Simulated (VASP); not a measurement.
# HW12C12F in VASP: single point with PBEsol

Aim: the single point of HW12C12F with PBEsol.

Everything below comes from runs of VASP 6.6.1. Logs are shortened: lines on timing, memory, paths and dates and some standing lists are left out, and cuts for length are marked.

## Step 1: The cell of the first run

The cell holds a slab with vacuum, 26 atoms: a = 5.796 Å, b = 5.796 Å, c = 20.072 Å, α = 90.00°, β = 90.00°, γ = 120.00°.

## Step 2: Single point, PBEsol

File INCAR:

```
SYSTEM = HW12C12F
ALGO = Normal ; EDIFF = 1E-6
ENCUT = 520 ; GGA = PS
ISIF = 2 ; ISMEAR = 0
LASPH = .True. ; LCHARG = .False.
LREAL = Auto ; LWAVE = .False.
NBANDS = 131 ; NELM = 80
PREC = Accurate ; SIGMA = 0.1
```

File KPOINTS:

```
k-points
0
Gamma
  3 3 1
  0 0 0
```

File POSCAR:

```
HW12C12F
1.0
    5.7958000000      0.0000000000      0.0000000000
   -2.8979000000      5.0193100000      0.0000000000
    0.0000000000      0.0000000000     20.0722500000
W C F H
12 12 1 1
Direct
    0.0000000000      0.0000000000      0.0498199753
    0.0000782106      0.0000290877      0.1904246908
   -0.0000945726      0.0002649767      0.3341418127
    0.0000000000      0.5000000000      0.0498199753
    0.0000490826      0.5000591715      0.1904370462
   -0.0001323406      0.4997398049      0.3341179489
    0.5000000000      0.0000000000      0.0498199753
    0.4999617855      0.0000077700      0.1904298721
    0.5007912607      0.0004610195      0.3341664238
    0.5000000000      0.5000000000      0.0498199753
    0.4999671599      0.4999695177      0.1904228475
    0.5001022760      0.5000547884      0.3340905977
    0.3333333665      0.1666667331      0.1202880096
    0.3333344538      0.1666816754      0.2590485870
    0.3337694532      0.1667787007      0.3884762794
    0.3333333665      0.6666667331      0.1202880096
    0.3333763526      0.6666954223      0.2590423595
    0.3338039567      0.6670902973      0.3884580453
    0.8333333665      0.1666667331      0.1202880096
    0.8333900770      0.1666800815      0.2590691128
    0.8332110739      0.1667316822      0.3892174021
    0.8333333665      0.6666667331      0.1202880096
    0.8334908589      0.6668040029      0.2590506794
    0.8330669704      0.6666049716      0.3884817596
    0.1096567348      0.3230151156      0.5169883795
    0.0037445544      0.2663838257      0.4779743676
```

Potentials or basis: VASP PAW PBE potentials, release 64 (W_sv, C, F, H).

Run with:

```console
$ cat potpaw_PBE.64/W_sv/POTCAR potpaw_PBE.64/C/POTCAR potpaw_PBE.64/F/POTCAR potpaw_PBE.64/H/POTCAR > POTCAR
$ mpirun -np 1 vasp_std > vasp.out
```

OUTCAR:

```text
SYSTEM = HW12C12F
   EDIFF = 1E-6
   ENCUT = 520
   GGA = PS
   ISIF = 2
   ISMEAR = 0
   LASPH = .True.
   LREAL = Auto
   NELM = 80
   PREC = Accurate

 ion  position               nearest neighbor table
   1  0.000  0.000  0.050-  22 2.19  13 2.19  19 2.19   2 2.82  10 2.90   4 2.90   4 2.90  10 2.90
                             7 2.90   7 2.90
   2  0.000  0.000  0.190-  23 2.17  14 2.17  20 2.17  13 2.19  22 2.19  19 2.19   1 2.82   3 2.88
                             8 2.90  11 2.90   5 2.90   5 2.90  11 2.90   8 2.90
   3  1.000  0.000  0.334-  24 2.00  15 2.00  21 2.00  20 2.25  14 2.25  23 2.25   2 2.88   9 2.89
                             6 2.89  12 2.90  12 2.90   6 2.90   9 2.90
   4  0.000  0.500  0.050-  19 2.19  16 2.19  22 2.19   5 2.82   7 2.90   1 2.90   1 2.90   7 2.90
                            10 2.90  10 2.90
   5  0.000  0.500  0.190-  17 2.17  23 2.17  20 2.17  16 2.19  22 2.19  19 2.19   4 2.82   6 2.88
                             8 2.90   2 2.90  11 2.90  11 2.90   2 2.90   8 2.90
   6  1.000  0.500  0.334-  24 2.00  18 2.00  21 2.00  20 2.25  23 2.25  17 2.25   5 2.88   9 2.89
                             3 2.89  12 2.90  12 2.90   3 2.90   9 2.90
   7  0.500  0.000  0.050-  16 2.19  19 2.19  13 2.19   8 2.82  10 2.90   4 2.90  10 2.90   4 2.90
                             1 2.90   1 2.90
   8  0.500  0.000  0.190-  17 2.17  14 2.17  20 2.17  13 2.19  16 2.19  19 2.19   7 2.82   9 2.89
                             2 2.90   5 2.90  11 2.90  11 2.90   5 2.90   2 2.90
   9  0.501  0.000  0.334-  18 2.00  15 2.00  21 2.00  20 2.25  14 2.25  17 2.25   8 2.89   6 2.89
[... 4 lines left out ...]
                             2 2.90   8 2.90   5 2.90   5 2.90   8 2.90   2 2.90
  12  0.500  0.500  0.334-  24 2.00  15 2.00  18 2.00  14 2.25  23 2.25  17 2.25  11 2.88   6 2.90
                             9 2.90   3 2.90   3 2.90   9 2.90   6 2.90
  13  0.333  0.167  0.120-   2 2.19  11 2.19   8 2.19  10 2.19   1 2.19   7 2.19
  14  0.333  0.167  0.259-   2 2.17   8 2.17  11 2.17  12 2.25   3 2.25   9 2.25
  15  0.334  0.167  0.388-   9 2.00  12 2.00   3 2.00
  16  0.333  0.667  0.120-  11 2.19   5 2.19   8 2.19   7 2.19   4 2.19  10 2.19
  17  0.333  0.667  0.259-   5 2.17   8 2.17  11 2.17  12 2.25   6 2.25   9 2.25
  18  0.334  0.667  0.388-   9 2.00  12 2.00   6 2.00
  19  0.833  0.167  0.120-   2 2.19   8 2.19   5 2.19   4 2.19   7 2.19   1 2.19
  20  0.833  0.167  0.259-   5 2.17   2 2.17   8 2.17   9 2.25   3 2.25   6 2.25
  21  0.833  0.167  0.389-   9 2.00   6 2.00   3 2.00
  22  0.833  0.667  0.120-  11 2.19   2 2.19   5 2.19   1 2.19  10 2.19   4 2.19
  23  0.833  0.667  0.259-   2 2.17   5 2.17  11 2.17  12 2.25   6 2.25   3 2.25
  24  0.833  0.667  0.388-  12 2.00   3 2.00   6 2.00
  25  0.110  0.323  0.517-  26 0.95
  26  0.004  0.266  0.478-  25 0.95

  LATTYP: Found a hexagonal cell.
 ALAT       =     5.7958000000
 C/A-ratio  =     3.4632406225

  Lattice vectors:

 A1 = (   5.7958000000,   0.0000000000,   0.0000000000)
 A2 = (  -2.8979000000,   5.0193100000,   0.0000000000)
 A3 = (   0.0000000000,   0.0000000000,  20.0722500000)

Analysis of symmetry for initial positions (statically):
=====================================================================
 Subroutine PRICEL returns:
 Original cell was already a primitive cell.

 Routine SETGRP: Setting up the symmetry group for a
 hexagonal supercell.

 Subroutine GETGRP returns: Found  1 space group operations
 (whereof  1 operations were pure point group operations)
 out of a pool of 24 trial point group operations.

The static configuration has the point symmetry C_1 .

Analysis of symmetry for dynamics (positions and initial velocities):
=====================================================================
 Subroutine PRICEL returns:
 Original cell was already a primitive cell.

 Routine SETGRP: Setting up the symmetry group for a
 hexagonal supercell.

 Subroutine GETGRP returns: Found  1 space group operations
 (whereof  1 operations were pure point group operations)
 out of a pool of 24 trial point group operations.

The dynamic configuration has the point symmetry C_1 .

 Subroutine INISYM returns: Found  1 space group operations
 (whereof  1 operations are pure point group operations),
 and found     1 'primitive' translations

----------------------------------------------------------------------------------------

                                     Primitive cell

  volume of cell :     583.9202

  direct lattice vectors                    reciprocal lattice vectors
     5.795800000  0.000000000  0.000000000     0.172538735  0.099615286  0.000000000
    -2.897900000  5.019310000  0.000000000     0.000000000  0.199230572  0.000000000
     0.000000000  0.000000000 20.072250000     0.000000000  0.000000000  0.049820025

[... 69 lines left out ...]

  Cartesian coordinates                     Fractional coordinates (reciprocal lattice)
     0.057512912  0.033205095  0.000000000     0.333333333  0.000000000  0.000000000
     0.000000000  0.066410191  0.000000000     0.000000000  0.333333333  0.000000000
     0.000000000  0.000000000  0.049820025     0.000000000  0.000000000  1.000000000

  Length of vectors
     0.066410190  0.066410191  0.049820025

  Shift w.r.t. Gamma in fractional coordinates (k-lattice)
     0.000000000  0.000000000  0.000000000

 Subroutine IBZKPT returns following result:
 ===========================================

 Found      5 irreducible k-points:

 Following reciprocal coordinates:
            Coordinates               Weight
  0.000000  0.000000  0.000000      1.000000
  0.333333 -0.000000  0.000000      2.000000
  0.000000  0.333333  0.000000      2.000000
 -0.333333  0.333333  0.000000      2.000000
  0.333333  0.333333  0.000000      2.000000
   k-points           NKPTS =      5   k-points in BZ     NKDIM =      5   number of bands    NBANDS=    131
   number of dos      NEDOS =    301   number of ions     NIONS =     26
   total plane-waves  NPLWV = 345600
   dimension x,y,z NGX =    48 NGY =   48 NGZ =  150
   dimension x,y,z NGXF=    96 NGYF=   96 NGZF=  300
   ions per type =              12  12   1   1
   NGX,Y,Z   is equivalent  to a cutoff of  13.77, 13.77, 12.42 a.u.
   NGXF,Y,Z  is equivalent  to a cutoff of  27.54, 27.54, 24.85 a.u.
 SYSTEM =  HW12C12F
   PREC   = accura    normal or accurate (medium, high low for compatibility)
   ISTART =      0    job   : 0-new  1-cont  2-samecut
   ICHARG =      2    charge: 1-file 2-atom 10-const
   ISPIN  =      1    spin polarized calculation?
   LNONCOLLINEAR =      F non collinear calculations
   LSORBIT =      F    spin-orbit coupling
   LASPH  =      T    aspherical Exc in radial PAW
   ENCUT  =  520.0 eV  38.22 Ry    6.18 a.u.  10.78 10.78 37.32*2*pi/ulx,y,z
   NELM   =     80;   NELMIN=  2; NELMDL= -5     # of ELM steps
   EDIFF  = 0.1E-05   stopping-criterion for ELM
   LREAL  =      T    real-space projection
   EDIFFG = 0.1E-04   stopping-criterion for IOM
   NSW    =      0    number of steps for IOM
   IBRION =     -1    ionic relax: 0-MD 1-quasi-New 2-CG
   NFREE  =      0    steps in history (QN), initial steepest desc. (CG)
   ISIF   =      2    stress and relaxation
   ISYM   =      2    0-nonsym 1-usesym 2-fastsym
   POTIM  = 0.5000    time-step for ionic-motion
   TEBEG  =    0.0;   TEEND  =   0.0 temperature during run
   PSTRESS=    0.0 pullay stress
   NELECT =     224.0000    total number of electrons
   NUPDOWN=      -1.0000    fix difference up-down
   EMIN   =  10.00;   EMAX   =-10.00  energy-range for DOS
   EFERMI =   0.00;   METHOD = LEGACY
   ISMEAR =     0;   SIGMA  =   0.10  broadening in eV -4-tet -1-fermi 0-gaus
   EFERMI_NEDOS =   21; number of points for ismear=-14 and -15
   IALGO  =     38    algorithm
   IMIX   =      4    mixing-type and parameters
     AMIX     =   0.40;   BMIX     =  1.00
     AMIX_MAG =   1.60;   BMIX_MAG =  1.00
  volume/ion in A,a.u.               =      22.46       151.56
  Fermi-wavevector in a.u.,A,eV,Ry     =   1.189523  2.247873 19.251782  1.414966
  Thomas-Fermi vector in A             =   2.325629
   LORBIT       =      0    0 simple, 1 ext, 2 COOP (PROOUT), +10 PAW based schemes
   GGA     = PS    functional components
   LHFCALC =     F    Hartree Fock is set to
   AEXX    =    0.0000 exact exchange contribution
   IVDW    =     0    specifies the selected vdW correction
   LEPSILON=     F    determine dielectric tensor
   LRPA    =     F    only Hartree local field effects (RPA)
 non-spin polarized calculation
 Gauss-broadening in eV      SIGMA  =   0.10
  energy-cutoff  :      520.00
  volume of cell :      583.92
 maximum number of plane-waves:     15795
 NGX is ok and might be reduce to    48
   NGX = 21   NGY = 21   NGZ = 75

 number of electron     223.9999973 magnetization

 Free energy of the ion-electron system (eV)
  ---------------------------------------------------
  ext. energy  EPLUGINS =         0.00000000
  ---------------------------------------------------
  free energy    TOTEN  =      -276.17827297 eV

  energy without entropy =     -276.15853879  energy(sigma->0) =     -276.16840588

 E-fermi :   1.5085     XC(G=0):  -7.2010

 val. band max:        1.4961274104   @ k =   0.0000   0.0000   0.0000
 cond. band min:       1.6026861521   @ k =   0.3333  -0.0000   0.0000
 fundamental gap:      0.1065587417
 Fermi energy:         1.5085173259

 k-point     1 :       0.0000    0.0000    0.0000
  band No.  band energies     occupation
      1     -72.7642      2.00000
      2     -72.7034      2.00000
      3     -72.7032      2.00000
      4     -72.7030      2.00000
      5     -72.6730      2.00000
      6     -72.6496      2.00000
[... 624 lines left out ...]
    123       3.2497      0.00000
    124       3.3094      0.00000
 [bands above 124 left out]

------------------------ aborting loop because EDIFF is reached ----------------------------------------

  FORCE on cell =-STRESS in cart. coord.  units (eV):
  Direction    XX          YY          ZZ          XY          YZ          ZX
  --------------------------------------------------------------------------------------
  -------------------------------------------------------------------------------------
  Total        2.6188427      2.6012926     -3.8107352      0.0301277      0.0469480      0.0990924
  in kB        7.1856578      7.1375032    -10.4560076      0.0826651      0.1288173      0.2718927
  external PRESSURE =       1.2890512 kB  Pullay stress =       0.0000000 kB

 VOLUME and BASIS-vectors are now :
 -----------------------------------------------------------------------------
  energy-cutoff  :      520.00
  volume of cell :      583.92
      direct lattice vectors                 reciprocal lattice vectors
     5.795800000  0.000000000  0.000000000     0.172538735  0.099615286  0.000000000
    -2.897900000  5.019310000  0.000000000     0.000000000  0.199230572  0.000000000
     0.000000000  0.000000000 20.072250000     0.000000000  0.000000000  0.049820025

 POSITION                                       TOTAL-FORCE (eV/Angst)
 -----------------------------------------------------------------------------------
      0.00000      0.00000      1.00000        -0.001301      0.001226      0.929895
      0.00037      0.00015      3.82225        -0.007087     -0.003621      0.001898
      5.79448      0.00133      6.70698        -0.002027     -0.004969     -0.046216
     -1.44895      2.50965      1.00000         0.000583     -0.001633      0.930741
     -1.44884      2.50995      3.82250        -0.000654     -0.001188     -0.006805
      4.34684      2.50835      6.70650        -0.001304      0.002916     -0.044461
[... 18 lines left out ...]
     -0.30052      1.62131     10.37712         0.150753      0.098162      0.261389
     -0.75025      1.33706      9.59402        -0.152076     -0.096898     -0.266609
 -----------------------------------------------------------------------------------
    total drift:                               -0.005453      0.001562      0.042312

  FREE ENERGIE OF THE ION-ELECTRON SYSTEM (eV)
  ---------------------------------------------------
  free  energy   TOTEN  =      -276.1782729650 eV

  energy  without entropy=     -276.1585387933  energy(sigma->0) =     -276.16840588
```

It took 49 min on 1 thread of AMD EPYC 7R13, shared host; peak memory 0.83 GiB.

Results:

```
Free energy            : -276.1783 eV
Largest force          : 1.007 eV/Å
Band gap on the k mesh : zero (bands 112 and 113 overlap by 1.07 eV)
```

Forces in eV/Å, atoms in the order of the input:
```
W   -0.001  0.001  0.930
W   -0.007 -0.004  0.002
W   -0.002 -0.005 -0.046
W    0.001 -0.002  0.931
W   -0.001 -0.001 -0.007
W   -0.001  0.003 -0.044
W    0.002  0.001  0.930
W    0.007 -0.002  0.007
W    0.002 -0.003 -0.052
W    0.001  0.001  0.926
W    0.001  0.007  0.002
W    0.000  0.004 -0.045
C    0.001  0.001 -1.004
C   -0.001  0.001  0.007
C   -0.007 -0.001  0.115
C    0.000  0.000 -1.002
C   -0.004 -0.003  0.009
C   -0.001 -0.003  0.116
C    0.001  0.002 -1.007
C    0.002  0.004  0.004
C    0.001 -0.002  0.114
C    0.001  0.001 -1.003
C    0.004 -0.002  0.005
C    0.002  0.003  0.117
F    0.151  0.098  0.261
H   -0.152 -0.097 -0.267
```

Caveat: the k points lie up to 0.42 Å⁻¹ apart, too coarse for converged energies and pressures of a metal; there is no dipole correction, which matters where the two faces differ; the PAW data sets were made with another functional, which shifts forces and pressure a little; spin-orbit coupling is left out, which moves the levels of the heavy elements.

The gap in the log of VASP goes by the Fermi energy; the results here count the filled bands.